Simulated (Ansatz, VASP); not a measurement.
**One calculation of Ge3N4, two programs**

```
CELL_PARAMETERS angstrom
8.04393 0.00000 0.00000
-4.02196 6.96625 0.00000
0.00000 0.00000 3.08006
ATOMIC_POSITIONS crystal
Ge 0.82864 0.23494 0.75000
Ge 0.59370 0.82864 0.25000
Ge 0.23494 0.40630 0.25000
Ge 0.76506 0.59370 0.75000
Ge 0.40630 0.17136 0.75000
Ge 0.17136 0.76506 0.25000
N 0.66667 0.33333 0.75000
N 0.33333 0.66667 0.25000
N 0.66939 0.97221 0.75000
N 0.69718 0.66939 0.25000
N 0.97221 0.30282 0.25000
N 0.02779 0.69718 0.75000
N 0.33061 0.02779 0.25000
N 0.30282 0.33061 0.75000
```

Alike in both runs: task single point; functional PBE; k mesh 6 × 6 × 8; occupations fermi-dirac, width 0.02 eV; no spin polarisation.

|  | VASP | Ansatz |
| --- | --- | --- |
| version | VASP 6.6.1 | Ansatz 0.2.0 |
| potentials or method | VASP PAW PBE potentials, release 64 (Ge_d, N) | plane waves, PAW |
| plane-wave cutoff (eV) | 600 | 420 |
| valence electrons in the cell | 124 | 124 |

|  | VASP | Ansatz | Ansatz less VASP |
| --- | --- | --- | --- |
| gap on the k mesh at the Fermi level (eV) | 2.20 | 2.19 | -0.011 |
| pressure (GPa) | 5.7 | 6.4 | +0.71 |
| traceless stress, the component that is largest in VASP (GPa) | 0.33 | 0.38 | +0.051 |
| rms of the force components (eV/Å) | 0.026 | 0.029 | +0.0034 |

Atom by atom the forces differ by 0.004 eV/Å (rms over components).
